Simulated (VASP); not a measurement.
The system is HfN.

```
Hf N
1.0
     0.00000    2.25600    2.25600
     2.25600    0.00000    2.25600
     2.25600    2.25600    0.00000
Hf N
1 1
Cartesian
  0.0000 0.0000 0.0000
  2.2560 2.2560 2.2560
```

```yaml
Program: VASP 6.6.1
Task: relaxation of cell and atoms
Functional: PBE
Potentials_or_basis: VASP PAW PBE potentials, release 64 (Hf_pv, N)
Cutoff: 600 eV
k_mesh: 8 × 8 × 8
Occupations: fermi-dirac, width 0.02 eV
Spin: no spin polarisation
```

At the start: pressure 4.3 GPa; volume 11.48 Å³/atom.

**Question.** Where does the relaxation end?

**Answer.** Over 3 steps the energy falls by 2.4 meV/atom and the volume is 11.66 Å³/atom (+1.6 %); space group Fm-3m (No. 225, to 0.05 Å).

Step by step:
```tsv
step	energy change (eV)	largest force (eV/Å)	pressure (GPa)	volume (Å³)
1	0.0000	0.0000	4.30	22.96
2	0.0113	0.0000	-7.31	24.00
3	-0.0047	0.0000	-0.03	23.32
```

Final structure:
```yaml
crystal:
  lattice:
    - [0.00000, 2.26769, 2.26769]
    - [2.26769, 0.00000, 2.26769]
    - [2.26769, 2.26769, 0.00000]
  atoms:
    - { symbol: Hf, position: [0.00000, 0.00000, 0.00000] }
    - { symbol: N, position: [0.50000, 0.50000, 0.50000] }
```
